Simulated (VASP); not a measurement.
Crystal: Hf.

```
CELL_PARAMETERS angstrom
0.00000 2.94089 2.94089
2.94089 0.00000 2.94089
2.94089 2.94089 0.00000
ATOMIC_POSITIONS crystal
Hf 0.50000 0.50000 0.50000
Hf 0.75000 0.75000 0.75000
```

```yaml
Program: VASP 6.6.1
Task: relaxation of cell and atoms
Functional: PBEsol
Potentials_or_basis: VASP PAW PBE potentials, release 64 (Hf_pv)
Cutoff: 600 eV
k_mesh: 6 × 6 × 6
Occupations: gaussian, width 0.1 eV
Spin: no spin polarisation
```

At the start: pressure 9.2 GPa; volume 25.44 Å³/atom.

Q: How do energy, volume and symmetry change on relaxing?

A: Over 4 steps the energy falls by 147.8 meV/atom and the volume is 32.72 Å³/atom (+28.7 %); space group Fd-3m (No. 227, to 0.05 Å).

Step by step:
```tsv
step	energy change (eV)	largest force (eV/Å)	pressure (GPa)	volume (Å³)
1	0.0000	0.0000	9.19	50.87
2	-0.2846	0.0000	1.16	62.39
3	-0.2949	0.0000	0.28	64.68
4	-0.2955	0.0000	-0.02	65.45
```

Final structure:
```
Hf
1.0
     0.00000    3.19853    3.19853
     3.19853    0.00000    3.19853
     3.19853    3.19853    0.00000
Hf
2
Cartesian
  3.1985 3.1985 3.1985
  4.7978 4.7978 4.7978
```

Caveat: the volume moved by over 15 % at a fixed basis, so the end points are rough; the PAW data sets were made with another functional, which shifts forces and pressure a little.
